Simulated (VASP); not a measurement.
Input of a VASP 6.6.1 run:

INCAR

```
SYSTEM = MnO
PREC = Accurate ; ENCUT = 520
EDIFF = 1E-6 ; ISMEAR = -1
SIGMA = 0.05 ; LREAL = .False.
LASPH = .True. ; NELM = 150
ALGO = Normal ; ISIF = 2
LWAVE = .False. ; LCHARG = .False.
ISPIN = 2 ; MAGMOM = 4 0
LORBIT = 11 ; LMAXMIX = 4
GGA = PE ; IVDW = 13
NBANDS = 20
```

File KPOINTS:

```
Automatic mesh
0
Gamma
  10 10 10
  0 0 0
```

The input POSCAR:

```
MnO
1.0
    0.0000000000      2.1979077931      2.1979077931
    2.1979077931      0.0000000000      2.1979077931
    2.1979077931      2.1979077931      0.0000000000
Mn O
1 1
Direct
    0.0000000000      0.0000000000      0.0000000000
    0.5000000000      0.5000000000      0.5000000000
```

Potentials or basis: VASP PAW PBE potentials, release 64 (Mn_pv, O).

Run with:

```bash
$ cat potpaw_PBE.64/Mn_pv/POTCAR potpaw_PBE.64/O/POTCAR > POTCAR
$ mpirun -np 1 vasp_std > vasp.out
```

Q: What does it give for the site moments?

A: Mn +4.26; O +0.20 μB.

Q: Predict the net moment.

A: 4.68 μB per cell.

Caveat: a cell with one magnetic atom can't hold antiferromagnetic order, which such compounds often take.
